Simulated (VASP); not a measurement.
# RbBr (F-43m) in VASP: a series of runs, part 2 of 2

VASP 6.6.1. The steps go on from the part before.

### 3 Relaxation of cell and atoms, r2SCAN

This run uses another cell than the first one, of 58.99 Å³/atom, 1.018 times its volume.

Contents of POSCAR:

```
RbBr
1.0
    0.0000000000      3.8928605788      3.8928605788
    3.8928605788      0.0000000000      3.8928605788
    3.8928605788      3.8928605788      0.0000000000
Rb Br
1 1
Direct
    0.0000000000      0.0000000000      0.0000000000
    0.2500000000      0.2500000000      0.2500000000
```

Contents of INCAR.step1:

```
SYSTEM = RbBr
PREC = Accurate
ENCUT = 600
ISMEAR = -1
SIGMA = 0.02
LREAL = .FALSE.
LASPH = .TRUE.
NELM = 60
GGA = PE
ALGO = Normal
EDIFF = 1E-4
LWAVE = .TRUE.
LCHARG = .FALSE.
```

Contents of INCAR.step2:

```
SYSTEM = RbBr
PREC = Accurate
ENCUT = 600
EDIFF = 1E-7
ISMEAR = -1
SIGMA = 0.02
LREAL = .FALSE.
LASPH = .TRUE.
NELM = 60
ALGO = Normal
ISIF = 3
LWAVE = .FALSE.
LCHARG = .FALSE.
METAGGA = R2SCAN
LMIXTAU = .TRUE.
IBRION = 2
NSW = 80
EDIFFG = -0.005
ISTART = 1
```

Contents of KPOINTS:

```
Automatic mesh
0
G
  6 6 6
  0 0 0
```

Potentials or basis: VASP PAW PBE potentials, release 64 (Rb_sv, Br).

Run with:

```
$ cat potpaw_PBE.64/Rb_sv/POTCAR potpaw_PBE.64/Br/POTCAR > POTCAR
$ cp INCAR.step1 INCAR
$ mpirun -np 1 vasp_std > vasp.out
$ cp INCAR.step2 INCAR
$ mpirun -np 1 vasp_std > vasp.out
```

OUTCAR:

```text
SYSTEM = RbBr
   PREC = Accurate
   ENCUT = 600
   EDIFF = 1E-7
   ISMEAR = -1
   LREAL = .FALSE.
   LASPH = .TRUE.
   NELM = 60
   ISIF = 3
   METAGGA = R2SCAN
   IBRION = 2
   NSW = 80
   EDIFFG = -0.005
   ISTART = 1

 ion  position               nearest neighbor table
   1  0.000  0.000  0.000-   2 3.37   2 3.37   2 3.37   2 3.37
   2  0.250  0.250  0.250-   1 3.37   1 3.37   1 3.37   1 3.37

  LATTYP: Found a face centered cubic cell.
 ALAT       =     7.7857211576

  Lattice vectors:

 A1 = (   0.0000000000,   3.8928605788,   3.8928605788)
 A2 = (   3.8928605788,   0.0000000000,   3.8928605788)
 A3 = (   3.8928605788,   3.8928605788,   0.0000000000)

Analysis of symmetry for initial positions (statically):
=====================================================================
 Subroutine PRICEL returns:
 Original cell was already a primitive cell.

 Routine SETGRP: Setting up the symmetry group for a
 face centered cubic supercell.

 Subroutine GETGRP returns: Found 24 space group operations
 (whereof 24 operations were pure point group operations)
 out of a pool of 48 trial point group operations.

The static configuration has the point symmetry T_d .

Analysis of symmetry for dynamics (positions and initial velocities):
=====================================================================
 Subroutine PRICEL returns:
 Original cell was already a primitive cell.

 Routine SETGRP: Setting up the symmetry group for a
 face centered cubic supercell.

 Subroutine GETGRP returns: Found 24 space group operations
 (whereof 24 operations were pure point group operations)
 out of a pool of 48 trial point group operations.

The dynamic configuration has the point symmetry T_d .

 Subroutine INISYM returns: Found 24 space group operations
 (whereof 24 operations are pure point group operations),
 and found     1 'primitive' translations

----------------------------------------------------------------------------------------

[... 97 lines left out ...]
   EFERMI =   0.00;   METHOD = LEGACY
   ISMEAR =    -1;   SIGMA  =   0.02  broadening in eV -4-tet -1-fermi 0-gaus
   EFERMI_NEDOS =   21; number of points for ismear=-14 and -15
   IALGO  =     38    algorithm
   IMIX   =      4    mixing-type and parameters
     AMIX     =   0.40;   BMIX     =  1.00
     AMIX_MAG =   1.60;   BMIX_MAG =  1.00
  volume/ion in A,a.u.               =      58.99       398.11
  Fermi-wavevector in a.u.,A,eV,Ry     =   0.841077  1.589406  9.624914  0.707411
  Thomas-Fermi vector in A             =   1.955563
   LORBIT       =      0    0 simple, 1 ext, 2 COOP (PROOUT), +10 PAW based schemes
   METAGGA = R2SCAN    functional components
   LHFCALC =     F    Hartree Fock is set to
   AEXX    =    0.0000 exact exchange contribution
   IVDW    =     0    specifies the selected vdW correction
   LEPSILON=     F    determine dielectric tensor
   LRPA    =     F    only Hartree local field effects (RPA)
 conjugate gradient relaxation of ions
 non-spin polarized calculation
  energy-cutoff  :      600.00
  volume of cell :      117.99
 maximum number of plane-waves:      3954
 NGX is ok and might be reduce to    48
   NGX = 21   NGY = 21   NGZ = 21

--------------------------------------- Ionic step        1  -------------------------------------------

 number of electron      16.0000001 magnetization

 Free energy of the ion-electron system (eV)
  ---------------------------------------------------
  ext. energy  EPLUGINS =         0.00000000
  ---------------------------------------------------
  free energy    TOTEN  =       -30.87864271 eV

  energy without entropy =      -30.87864271  energy(sigma->0) =      -30.87864271

------------------------ aborting loop because EDIFF is reached ----------------------------------------

  FORCE on cell =-STRESS in cart. coord.  units (eV):
  Direction    XX          YY          ZZ          XY          YZ          ZX
  --------------------------------------------------------------------------------------
  -------------------------------------------------------------------------------------
  Total       -0.1042832     -0.1042832     -0.1042832      0.0000000      0.0000000      0.0000000
  in kB       -1.4160819     -1.4160819     -1.4160819      0.0000000      0.0000000      0.0000000
  external PRESSURE =      -1.4160819 kB  Pullay stress =       0.0000000 kB
[... 59 lines left out ...]
--------------------------------------- Ionic step        3  -------------------------------------------

 number of electron      16.0000001 magnetization

 Free energy of the ion-electron system (eV)
  ---------------------------------------------------
  ext. energy  EPLUGINS =         0.00000000
  ---------------------------------------------------
  free energy    TOTEN  =       -30.87952904 eV

  energy without entropy =      -30.87952904  energy(sigma->0) =      -30.87952904

 E-fermi :  -2.9139     XC(G=0):  -5.9441

 val. band max:       -3.4481800096   @ k =   0.5000   0.5000   0.0000
 cond. band min:       1.1987412143   @ k =   0.0000   0.0000   0.0000
 fundamental gap:      4.6469212239
 Fermi energy:        -2.9138785732

 k-point     1 :       0.0000    0.0000    0.0000
  band No.  band energies     occupation
      1     -28.8180      2.00000
      2     -15.7498      2.00000
      3     -12.3743      2.00000
      4     -12.3743      2.00000
      5     -12.3743      2.00000
      6      -3.5325      2.00000
      7      -3.5325      2.00000
      8      -3.5325      2.00000
      9       1.1987      0.00000
     10       5.4362      0.00000
     11       5.4362      0.00000
     12       6.3859      0.00000
[... 252 lines left out ...]
  FREE ENERGIE OF THE ION-ELECTRON SYSTEM (eV)
  ---------------------------------------------------
  free  energy   TOTEN  =       -30.8795290410 eV

  energy  without entropy=      -30.8795290410  energy(sigma->0) =      -30.87952904

 reached required accuracy - stopping structural energy minimisation
```

OSZICAR.step1:

```text
N       E                     dE             d eps       ncg     rms          rms(c)
DAV:   1     0.110324904930E+03    0.11032E+03   -0.66232E+03   384   0.120E+03
DAV:   2     0.357853362039E+01   -0.10675E+03   -0.10085E+03   556   0.193E+02
DAV:   3    -0.604373433019E+01   -0.96223E+01   -0.95739E+01   472   0.670E+01
DAV:   4    -0.633053538275E+01   -0.28680E+00   -0.28656E+00   640   0.109E+01
DAV:   5    -0.633196437219E+01   -0.14290E-02   -0.14289E-02   492   0.846E-01    0.279E+00
DAV:   6    -0.595570162516E+01    0.37626E+00   -0.56984E-01   440   0.338E+00    0.185E+00
DAV:   7    -0.590141864139E+01    0.54283E-01   -0.27937E-01   476   0.243E+00    0.940E-01
DAV:   8    -0.592302661671E+01   -0.21608E-01   -0.24285E-02   528   0.101E+00    0.143E-01
DAV:   9    -0.592744554966E+01   -0.44189E-02   -0.48465E-03   448   0.381E-01    0.128E-01
DAV:  10    -0.592886021044E+01   -0.14147E-02   -0.86765E-04   408   0.248E-01    0.173E-02
DAV:  11    -0.592890971375E+01   -0.49503E-04   -0.10590E-04   348   0.707E-02
   1 F= -.59289097E+01 E0= -.59289097E+01  d E =-.508559E-11
```

It took 10 min on 1 thread of AMD EPYC 9755, shared host; peak memory 0.32 GiB.

What came out:

- Free energy: -30.8795 eV
- Relaxed volume: 58.06 Å³/atom
- Relaxed cell: a = 5.476 Å, b = 5.476 Å, c = 5.476 Å, α = 60.00°, β = 60.00°, γ = 60.00°
- Space group after relaxing (to 0.05 Å): F-43m (No. 216)
- Energy gained by relaxing: 0.4 meV/atom
- Ionic steps: 3
- Pressure after relaxing: 0.0 GPa
- Band gap on the k mesh: 4.65 eV, indirect (least direct gap 4.73 eV)

The path:
| step | energy change (eV) | largest force (eV/Å) | pressure (GPa) | volume (Å³) |
| --- | --- | --- | --- | --- |
| 1 | 0.0000 | 0.0000 | -0.14 | 117.99 |
| 2 | -0.0006 | 0.0000 | -0.08 | 117.10 |
| 3 | -0.0009 | 0.0000 | -0.01 | 116.12 |

Final structure:
```xyz
2
Lattice="0.0000 3.8722 3.8722 3.8722 0.0000 3.8722 3.8722 3.8722 0.0000" Properties=species:S:1:pos:R:3 pbc="T T T"
Rb    0.0000    0.0000    0.0000
Br    1.9361    1.9361    1.9361
```

Caveat: the PAW data sets were made with another functional, which shifts forces and pressure a little. A k mesh can miss the band edges.
